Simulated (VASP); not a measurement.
# Pd (P6/mmm) in VASP: a series of runs

The runs below take Pd through single point, with revPBE.

All numbers are computed with VASP 6.6.1; they aren't measurements. Logs are shortened: lines on timing, memory, paths and dates and some standing lists are left out, and cuts for length are marked.

### Step 1. The cell of the first run

The structure is hexagonal, space group P6/mmm (No. 191). The conventional cell has a = 4.656 Å, b = 4.656 Å, c = 2.761 Å, α = 90.00°, β = 90.00°, γ = 120.00°. Pd (site symmetry 6/mmm) has 14 Pd at 2.76 to 3.02 Å within 3.6 Å. Within 3.5 Å of Pd (site symmetry -6m2) lie 11 Pd at 2.69 to 3.02 Å.

### Step 2. Single point, revPBE, collinear spin, ferromagnetic start (volume scaled by 1.08)

The input, INCAR:

```
SYSTEM = Pd
PREC = Accurate
ENCUT = 520
EDIFF = 1E-6
ISMEAR = -1
SIGMA = 0.05
LREAL = .False.
LASPH = .True.
NELM = 150
ALGO = Normal
ISIF = 2
LWAVE = .False.
LCHARG = .False.
ISPIN = 2
MAGMOM = 0.5 0.5 0.5
LORBIT = 11
LMAXMIX = 4
GGA = RE
NBANDS = 26
```

The input, KPOINTS:

```
regular mesh
0
Gamma
  9 9 13
  0 0 0
```

The input, POSCAR:

```
Pd
1.0
    4.6557185627      0.0000000000      0.0000000000
   -2.3278592814      4.0319705482      0.0000000000
    0.0000000000      0.0000000000      2.7611957588
Pd
3
Direct
    1.0000000000      0.0000000000      0.0000000000
    0.3333333333      0.6666666667      0.5000000000
    0.6666666667      0.3333333333      0.5000000000
```

Potentials or basis: VASP PAW PBE potentials, release 64 (Pd).

Launch:

```bash
$ cat potpaw_PBE.64/Pd/POTCAR > POTCAR
$ mpirun -np 1 vasp_std > vasp.out
```

OUTCAR:

```text
SYSTEM = Pd
   PREC = Accurate
   ENCUT = 520
   EDIFF = 1E-6
   ISMEAR = -1
   LREAL = .False.
   LASPH = .True.
   NELM = 150
   ISIF = 2
   ISPIN = 2
   LORBIT = 11
   GGA = RE

 ion  position               nearest neighbor table
   1  0.000  0.000  0.000-   2 3.02   3 3.02   2 3.02   3 3.02   3 3.02   3 3.02   2 3.02   2 3.02
                             3 3.02   3 3.02   2 3.02   2 3.02
   2  0.333  0.667  0.500-   3 2.69   3 2.69   3 2.69   1 3.02   1 3.02   1 3.02   1 3.02   1 3.02
                             1 3.02
   3  0.667  0.333  0.500-   2 2.69   2 2.69   2 2.69   1 3.02   1 3.02   1 3.02   1 3.02   1 3.02
                             1 3.02

  LATTYP: Found a hexagonal cell.
 ALAT       =     4.6557185627
 C/A-ratio  =     0.5930761754

  Lattice vectors:

 A1 = (   4.6557185627,   0.0000000000,   0.0000000000)
 A2 = (  -2.3278592814,   4.0319705482,   0.0000000000)
 A3 = (   0.0000000000,   0.0000000000,   2.7611957588)

Analysis of symmetry for initial positions (statically):
=====================================================================
 Subroutine PRICEL returns:
 Original cell was already a primitive cell.

 Routine SETGRP: Setting up the symmetry group for a
 hexagonal supercell.

 Subroutine GETGRP returns: Found 24 space group operations
 (whereof 24 operations were pure point group operations)
 out of a pool of 24 trial point group operations.

The static configuration has the point symmetry D_6h.

Analysis of symmetry for dynamics (positions and initial velocities):
=====================================================================
 Subroutine PRICEL returns:
 Original cell was already a primitive cell.

 Routine SETGRP: Setting up the symmetry group for a
 hexagonal supercell.

 Subroutine GETGRP returns: Found 24 space group operations
 (whereof 24 operations were pure point group operations)
 out of a pool of 24 trial point group operations.

The dynamic configuration has the point symmetry D_6h.

Analysis of structural, dynamic, and magnetic symmetry:
=====================================================================
 Subroutine PRICEL returns:
 Original cell was already a primitive cell.

 Routine SETGRP: Setting up the symmetry group for a
 hexagonal supercell.

 Subroutine GETGRP returns: Found 24 space group operations
 (whereof 24 operations were pure point group operations)
 out of a pool of 24 trial point group operations.

The overall configuration has the point symmetry D_6h.

 Subroutine INISYM returns: Found 24 space group operations
 (whereof 24 operations are pure point group operations),
 and found     1 'primitive' translations

----------------------------------------------------------------------------------------

                                     Primitive cell

  volume of cell :      51.8324

  direct lattice vectors                    reciprocal lattice vectors
     4.655718563  0.000000000  0.000000000     0.214789616  0.124008842  0.000000000
    -2.327859281  4.031970548  0.000000000     0.000000000  0.248017685  0.000000000
     0.000000000  0.000000000  2.761195759     0.000000000  0.000000000  0.362161935

  length of vectors
     4.655718563  4.655718563  2.761195759     0.248017685  0.248017685  0.362161935

  position of ions in fractional coordinates (direct lattice)
     0.000000000  0.000000000  0.000000000
     0.333333333  0.666666667  0.500000000
     0.666666667  0.333333333  0.500000000

  ion indices of the primitive-cell ions
   primitive index   ion index
                 1           1
                 2           2
                 3           3

----------------------------------------------------------------------------------------

 KPOINTS: regular mesh

Automatic generation of k-mesh.
 Grid dimensions read from file:
 generate k-points for:    9    9   13

 Generating k-lattice:

  Cartesian coordinates                     Fractional coordinates (reciprocal lattice)
     0.023865513  0.013778760  0.000000000     0.111111111  0.000000000  0.000000000
     0.000000000  0.027557521  0.000000000     0.000000000  0.111111111  0.000000000
     0.000000000  0.000000000  0.027858610     0.000000000  0.000000000  0.076923077

  Length of vectors
     0.027557521  0.027557521  0.027858610

  Shift w.r.t. Gamma in fractional coordinates (k-lattice)
     0.000000000  0.000000000  0.000000000

 Subroutine IBZKPT returns following result:
 ===========================================

 Found     84 irreducible k-points:

 Following reciprocal coordinates:
            Coordinates               Weight
  0.000000  0.000000  0.000000      1.000000
  0.111111 -0.000000  0.000000      6.000000
  0.222222 -0.000000  0.000000      6.000000
  0.333333 -0.000000  0.000000      6.000000
  0.444444 -0.000000  0.000000      6.000000
  0.111111  0.111111  0.000000      6.000000
[... 16 lines left out ...]
  0.333333  0.222222  0.076923     24.000000
  0.333333  0.333333  0.076923      4.000000
 [... further k-points ...]
   k-points           NKPTS =     84   k-points in BZ     NKDIM =     84   number of bands    NBANDS=     26
   number of dos      NEDOS =    301   number of ions     NIONS =      3
   total plane-waves  NPLWV =  31104
   dimension x,y,z NGX =    36 NGY =   36 NGZ =   24
   dimension x,y,z NGXF=    72 NGYF=   72 NGZF=   48
   ions per type =               3
   NGX,Y,Z   is equivalent  to a cutoff of  12.85, 12.85, 14.45 a.u.
   NGXF,Y,Z  is equivalent  to a cutoff of  25.71, 25.71, 28.90 a.u.
 SYSTEM =  Pd
   PREC   = accura    normal or accurate (medium, high low for compatibility)
   ISTART =      0    job   : 0-new  1-cont  2-samecut
   ICHARG =      2    charge: 1-file 2-atom 10-const
   ISPIN  =      2    spin polarized calculation?
   LNONCOLLINEAR =      F non collinear calculations
   LSORBIT =      F    spin-orbit coupling
   LASPH  =      T    aspherical Exc in radial PAW
   ENCUT  =  520.0 eV  38.22 Ry    6.18 a.u.   8.66  8.66  5.13*2*pi/ulx,y,z
   NELM   =    150;   NELMIN=  2; NELMDL= -5     # of ELM steps
   EDIFF  = 0.1E-05   stopping-criterion for ELM
   LREAL  =      F    real-space projection
   EDIFFG = 0.1E-04   stopping-criterion for IOM
   NSW    =      0    number of steps for IOM
   IBRION =     -1    ionic relax: 0-MD 1-quasi-New 2-CG
   NFREE  =      0    steps in history (QN), initial steepest desc. (CG)
   ISIF   =      2    stress and relaxation
   ISYM   =      2    0-nonsym 1-usesym 2-fastsym
   POTIM  = 0.5000    time-step for ionic-motion
   TEBEG  =    0.0;   TEEND  =   0.0 temperature during run
   PSTRESS=    0.0 pullay stress
   NELECT =      30.0000    total number of electrons
   NUPDOWN=      -1.0000    fix difference up-down
   EMIN   =  10.00;   EMAX   =-10.00  energy-range for DOS
   EFERMI =   0.00;   METHOD = LEGACY
   ISMEAR =    -1;   SIGMA  =   0.05  broadening in eV -4-tet -1-fermi 0-gaus
   EFERMI_NEDOS =   21; number of points for ismear=-14 and -15
   IALGO  =     38    algorithm
   IMIX   =      4    mixing-type and parameters
     AMIX     =   0.40;   BMIX     =  1.00
     AMIX_MAG =   1.60;   BMIX_MAG =  1.00
  volume/ion in A,a.u.               =      17.28       116.59
  Fermi-wavevector in a.u.,A,eV,Ry     =   1.364316  2.578183 25.325298  1.861357
  Thomas-Fermi vector in A             =   2.490642
   LORBIT       =     11    0 simple, 1 ext, 2 COOP (PROOUT), +10 PAW based schemes
   GGA     = RE    functional components
   LHFCALC =     F    Hartree Fock is set to
   AEXX    =    0.0000 exact exchange contribution
   IVDW    =     0    specifies the selected vdW correction
   LEPSILON=     F    determine dielectric tensor
   LRPA    =     F    only Hartree local field effects (RPA)
 spin polarized calculation
  energy-cutoff  :      520.00
  volume of cell :       51.83
 maximum number of plane-waves:      1420
 NGX is ok and might be reduce to    36
   NGX = 17   NGY = 17   NGZ = 11

 number of electron      29.9999997 magnetization       0.6253151

 Free energy of the ion-electron system (eV)
  ---------------------------------------------------
  ext. energy  EPLUGINS =         0.00000000
  ---------------------------------------------------
  free energy    TOTEN  =       -13.83843811 eV

  energy without entropy =      -13.78248376  energy(sigma->0) =      -13.81046093

 E-fermi :   7.4487     XC(G=0): -12.1183

 val. band max:        7.4478040090   @ k =   0.3333   0.2222   0.0769
 cond. band min:       7.4502413572   @ k =   0.4444   0.1111   0.1538
 fundamental gap:      0.0024373482
 Fermi energy:         7.4487322196

 spin component 1

 k-point     1 :       0.0000    0.0000    0.0000
  band No.  band energies     occupation
      1       1.4789      1.00000
      2       3.2733      1.00000
      3       4.4587      1.00000
      4       4.7794      1.00000
      5       4.8329      1.00000
      6       4.8329      1.00000
[... 18 lines left out ...]
     25      27.2418      0.00000
     26      27.2418      0.00000
[... 644 lines left out ...]
      4       4.2268      1.00000
      5       4.2268      1.00000
      6       4.5835      1.00000
[... 18 lines left out ...]
     25      24.5672      0.00000
     26      25.1413      0.00000

 [... further k-points ...]

 spin component 2

 k-point     1 :       0.0000    0.0000    0.0000
  band No.  band energies     occupation
      1       1.4851      1.00000
      2       3.4049      1.00000
      3       4.5958      1.00000
      4       4.9437      1.00000
      5       4.9567      1.00000
      6       4.9567      1.00000
[... 18 lines left out ...]
     25      27.2275      0.00000
     26      27.2275      0.00000
[... 644 lines left out ...]
      4       4.3736      1.00000
      5       4.3736      1.00000
      6       4.7437      1.00000
[... 18 lines left out ...]
     25      24.5894      0.00000
     26      25.1711      0.00000

 [... further k-points ...]
[... 5 lines left out ...]
  --------------------------------------------------------------------------------------
  -------------------------------------------------------------------------------------
  Total       -2.9626986     -2.9626986     -2.7917374      0.0000000      0.0000000      0.0000000
  in kB      -91.5791873    -91.5791873    -86.2946518      0.0000000      0.0000000      0.0000000
  external PRESSURE =     -89.8176755 kB  Pullay stress =       0.0000000 kB

 VOLUME and BASIS-vectors are now :
 -----------------------------------------------------------------------------
  energy-cutoff  :      520.00
  volume of cell :       51.83
      direct lattice vectors                 reciprocal lattice vectors
     4.655718563  0.000000000  0.000000000     0.214789616  0.124008842  0.000000000
    -2.327859281  4.031970548  0.000000000     0.000000000  0.248017685  0.000000000
     0.000000000  0.000000000  2.761195759     0.000000000  0.000000000  0.362161935

 POSITION                                       TOTAL-FORCE (eV/Angst)
 -----------------------------------------------------------------------------------
      0.00000      0.00000      0.00000         0.000000      0.000000      0.000000
     -0.00000      2.68798      1.38060        -0.000000      0.000000      0.000000
      2.32786      1.34399      1.38060         0.000000      0.000000      0.000000
 -----------------------------------------------------------------------------------
    total drift:                                0.000000      0.000000     -0.000000

  FREE ENERGIE OF THE ION-ELECTRON SYSTEM (eV)
  ---------------------------------------------------
  free  energy   TOTEN  =       -13.8384381093 eV

  energy  without entropy=      -13.7824837589  energy(sigma->0) =      -13.81046093

 total charge

# of ion       s       p       d       tot
------------------------------------------
    1        0.398   0.310   8.446   9.154
    2        0.435   0.345   8.442   9.222
    3        0.435   0.345   8.442   9.222
--------------------------------------------------
tot          1.268   1.000  25.331  27.599

 magnetization (x)

# of ion       s       p       d       tot
------------------------------------------
    1       -0.000  -0.004   0.228   0.223
    2       -0.002  -0.003   0.211   0.205
    3       -0.002  -0.003   0.211   0.205
--------------------------------------------------
tot         -0.004  -0.011   0.649   0.634
```

It took 82 s on 1 thread of Intel Xeon 6975P-C (Granite Rapids), shared host; peak memory 0.29 GiB.

Results:

```
Free energy                                           : -13.8384 eV
Pressure                                              : -9.0 GPa
Net moment                                            : 0.63 μB per cell
Site moments                                          : Pd +0.22, +0.20 μB
Valence electrons inside the program's atomic spheres : Pd 9.15, 9.22
```

Caveat: the PAW data sets were made with another functional, which shifts forces and pressure a little.

### Step 3. Single point, revPBE, collinear spin, ferromagnetic start (volume scaled by 1.12)

The input, INCAR:

```
SYSTEM = Pd
PREC = Accurate ; ENCUT = 520
EDIFF = 1E-6 ; ISMEAR = -1
SIGMA = 0.05 ; LREAL = .FALSE.
LASPH = .TRUE. ; NELM = 150
ALGO = Normal ; ISIF = 2
LWAVE = .FALSE. ; LCHARG = .FALSE.
ISPIN = 2 ; MAGMOM = 0.5 0.5 0.5
LORBIT = 11 ; LMAXMIX = 4
GGA = RE ; NBANDS = 26
```

The input, KPOINTS:

```
regular mesh
0
G
  9 9 13
  0 0 0
```

The input, POSCAR:

```
Pd
1.0
    4.7125012146      0.0000000000      0.0000000000
   -2.3562506073      4.0811457672      0.0000000000
    0.0000000000      0.0000000000      2.7948721968
Pd
3
Direct
    1.0000000000      0.0000000000      0.0000000000
    0.3333333333      0.6666666667      0.5000000000
    0.6666666667      0.3333333333      0.5000000000
```

Potentials or basis: VASP PAW PBE potentials, release 64 (Pd).

Launch:

```bash
$ cat potpaw_PBE.64/Pd/POTCAR > POTCAR
$ mpirun -np 1 vasp_std > vasp.out
```

It took 77 s on 1 thread of Intel Xeon 6975P-C (Granite Rapids), shared host; peak memory 0.3 GiB.

Results (log left out):

- Free energy: -13.7133 eV
- Pressure: -11.9 GPa
- Net moment: 0.67 μB per cell
- Site moments: Pd +0.24, +0.22 μB
- Valence electrons inside the program's atomic spheres: Pd 9.11, 9.17

Stress tensor (GPa, compression positive):
```
-12.04   0.00   0.00
  0.00 -12.04   0.00
  0.00   0.00 -11.61
```

Levels at points of the mesh, in eV from the Fermi level:
Spin up:
```
           k point  band 14  band 15  band 16  band 17  band 18  band 19
(0.00, 0.00, 0.00)    -1.15    -0.02    -0.02     6.65     6.65     6.66
```
Spin down:
```csv
k point,band 11,band 12,band 13,band 14,band 15,band 16,band 17,band 18,band 19,band 20
"(0.00, 0.00, 0.00)",-1.11,-1.11,-0.99,-0.99,0.15,0.15,6.70,6.70,6.71,6.71
```

Caveat: the PAW data sets were made with another functional, which shifts forces and pressure a little.

### Step 4. Single point, revPBE, collinear spin, ferromagnetic start (volume scaled by 0.96)

The input, INCAR:

```
SYSTEM = Pd
PREC = Accurate
ENCUT = 520
EDIFF = 1E-6
ISMEAR = -1
SIGMA = 0.05
LREAL = .FALSE.
LASPH = .TRUE.
NELM = 150
ALGO = Normal
ISIF = 2
LWAVE = .FALSE.
LCHARG = .TRUE.
ISPIN = 2
MAGMOM = 0.5 0.5 0.5
LORBIT = 11
LMAXMIX = 4
GGA = RE
LELF = .TRUE.
LVHAR = .TRUE.
NBANDS = 26
```

KPOINTS is that of step 3.

The input, POSCAR:

```
Pd
1.0
    4.4764720644      0.0000000000      0.0000000000
   -2.2382360322      3.8767385270      0.0000000000
    0.0000000000      0.0000000000      2.6548889311
Pd
3
Direct
    1.0000000000      0.0000000000      0.0000000000
    0.3333333333      0.6666666667      0.5000000000
    0.6666666667      0.3333333333      0.5000000000
```

Launch:

```bash
$ cat potpaw_PBE.64/Pd/POTCAR > POTCAR
$ mpirun -np 1 vasp_std > vasp.out
```

Wall time 7.7 min (1 thread of Oxide Virtual Turin-like, shared host); peak memory 0.24 GiB.

The run converged. Its results:

```yaml
Free_energy: -13.9178 eV
Pressure: 6.5 GPa
Net_moment: 0.29 μB per cell
Site_moments: Pd +0.10 μB
Valence_electrons_inside_the_program's_atomic_spheres: Pd 9.34, 9.43
```

Stress tensor (GPa, compression positive):
```
6.23 0.00 0.00
0.00 6.23 0.00
0.00 0.00 6.89
```

Levels at points of the mesh, in eV from the Fermi level:
Spin up:
```
           k point  band 12  band 13  band 14  band 15  band 16  band 17  band 18  band 19
(0.00, 0.00, 0.00)    -1.52    -1.40    -1.40     0.10     0.10     7.37     7.37     7.38
```
Spin down:
```csv
k point,band 12,band 13,band 14,band 15,band 16,band 17,band 18,band 19
"(0.00, 0.00, 0.00)",-1.46,-1.33,-1.33,0.17,0.17,7.40,7.40,7.40
```

Caveat: the PAW data sets were made with another functional, which shifts forces and pressure a little.

### Step 5. Overview

```tsv
cell	gap on the mesh (eV)	pressure (GPa)	moment (μB)
a = 4.656, b = 4.656, c = 2.761 Å, angles 90.0, 90.0, 120.0°, 3 atoms	none	-9.0	0.63
a = 4.713, b = 4.713, c = 2.795 Å, angles 90.0, 90.0, 120.0°, 3 atoms	none	-11.9	0.67
a = 4.476, b = 4.476, c = 2.655 Å, angles 90.0, 90.0, 120.0°, 3 atoms	none	6.5	0.29
```

Alike in all rows: task single point; level revPBE; potentials or basis VASP PAW PBE potentials, release 64 (Pd); spin collinear, ferromagnetic start; k mesh 9 × 9 × 13; cutoff (eV) 520; smearing fermi-dirac 0.05 eV.

Caveats: the PAW data sets were made with another functional, which shifts forces and pressure a little.

Absolute energies hang on the potentials; compare differences alone.
